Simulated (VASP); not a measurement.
Write the native input for VASP 6.6.1 that does the following.

| Property | Result |
| --- | --- |
| Task | single point |
| Functional | PBEsol |
| Potentials or basis | VASP PAW PBE potentials, release 64 (Si, C) |
| Cutoff | 600 eV |
| k mesh | 14 × 14 × 14 |
| Occupations | gaussian, width 0.05 eV |
| Spin | no spin polarisation |
| Dipole correction | no |
| Further INCAR settings | ALGO = Normal; EDIFF = 1e-06; NBANDS = 11 |

The structure of SiC lies in POSCAR:

```
SiC
1.0
    0.0000000000      2.1784069401      2.1784069401
    2.1784069401      0.0000000000      2.1784069401
    2.1784069401      2.1784069401      0.0000000000
Si C
1 1
Direct
    0.0000000000      0.0000000000      0.0000000000
    0.7500000000      0.7500000000      0.7500000000
```

The input as run:

INCAR

```
ALGO     = Normal         # electronic algorithm
EDIFF    = 1E-6           # SCF threshold, eV
ENCUT    = 600            # plane-wave cutoff, eV
GGA      = PS             # functional
GGA_COMPAT= F            
ISIF     = 2              # what is computed and relaxed
ISMEAR   = 0              # smearing method
LASPH    = T              # aspherical terms in the spheres
LCHARG   = F              # write CHGCAR
LREAL    = F              # projectors in reciprocal space
LWAVE    = F              # write WAVECAR
NBANDS   = 11             # bands
NELM     = 120            # most SCF steps
PREC     = Accurate       # precision mode
SIGMA    = 0.05           # smearing width, eV
```

KPOINTS

```
k-points
0
Gamma
  14 14 14
```

Potentials or basis: VASP PAW PBE potentials, release 64 (Si, C).

The run is started by

```bash
$ cat potpaw_PBE.64/Si/POTCAR potpaw_PBE.64/C/POTCAR > POTCAR
$ mpirun -np 1 vasp_std > vasp.out
```

It gave:

```yaml
Pressure: 0.2 GPa
Band_gap_on_the_k_mesh: 1.23 eV (least direct gap 4.44 eV)
```

Caveat: the PAW data sets were made with another functional, which shifts forces and pressure a little.

It took 59 s on 1 thread of Intel Xeon 8259CL (shared host), peak memory 0.17 GiB.
